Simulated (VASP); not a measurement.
Runs of VASP 6.6.1 on V. The structure is that of space group P6_3/mmc (No. 194), or close to it. The cells are those of the table. 

```csv
task,spin,cell,k mesh,cutoff (eV),smearing,gap on the mesh (eV),pressure (GPa),moment (μB)
single point,"collinear, ferromagnetic start","a = 2.630, b = 2.630, c = 9.250 Å, angles 90.0, 90.0, 120.0°, 4 atoms",13 × 13 × 4,520,fermi-dirac 0.05 eV,none,0.2,0.00
single point,off,"a = 2.630, b = 2.630, c = 9.264 Å, angles 90.0, 90.0, 120.0°, 4 atoms",18 × 18 × 5,520,fermi-dirac 0.1 eV,none,(a),-
relaxation of cell and atoms,off,"relaxed from a = 2.694, b = 2.694, c = 8.799 Å, angles 90.0, 90.0, 120.0°, 4 atoms",13 × 13 × 4,600,fermi-dirac 0.1 eV,none,0.0,-
single point,"collinear, ferromagnetic start","a = 2.520, b = 2.520, c = 8.864 Å, angles 90.0, 90.0, 120.0°, 4 atoms",15 × 15 × 4,520,fermi-dirac 0.05 eV,none,28.9,0.00
single point,off,"a = 2.731, b = 2.731, c = 9.621 Å, angles 90.0, 90.0, 120.0°, 4 atoms",15 × 15 × 4,520,fermi-dirac 0.1 eV,none,-15.5,-
```

Alike in all rows: level PBE; potentials or basis VASP PAW PBE potentials, release 64 (V_sv).

Estimate the missing entries.

(a) 0.3.

A gap of «none» marks levels without a gap at the run's occupations.
